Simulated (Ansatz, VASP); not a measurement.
HfN: VASP beside Ansatz

```
Hf N
1.0
     3.22154    0.00000    0.00000
    -1.61077    2.78993    0.00000
     0.00000    0.00000    5.55266
Hf N
2 2
Direct
  0.66667 0.33333 0.75000
  0.33333 0.66667 0.25000
  0.00000 0.00000 0.00000
  0.00000 0.00000 0.50000
```

Change from the starting cell: strain +0.030 along x and y, +0.030 along z, atoms carried along.

Alike in both runs: task single point; functional PBEsol; k mesh 18 × 18 × 10; occupations gaussian, width 0.15 eV; no spin polarisation.

|  | VASP | Ansatz |
| --- | --- | --- |
| version | VASP 6.6.1 | Ansatz 0.2.0 |
| potentials or method | VASP PAW PBE potentials, release 64 (Hf_pv, N), cutoff 520 eV | scalar-relativistic, plane waves, PAW |
| valence electrons in the cell | 30 | 62 |

VASP gave:

```
gap on the k mesh at the Fermi level (eV)                     : none
pressure (GPa)                                                : -22.4
traceless stress, the component that is largest in VASP (GPa) : 0.15
```

Question: What did Ansatz give for the same quantities?

Answer: gap on the k mesh at the Fermi level (eV): none; pressure (GPa): -20.5; traceless stress, the component that is largest in VASP (GPa): 0.09.

VASP's potentials were made for PBE, not for PBEsol. A gap of «none» marks a metal or a gap that the smearing closes. VASP's potentials hold 30 valence electrons a cell and Ansatz's 62, so a difference there can come from the potentials and not from the codes.

Neither program's run includes spin-orbit coupling.
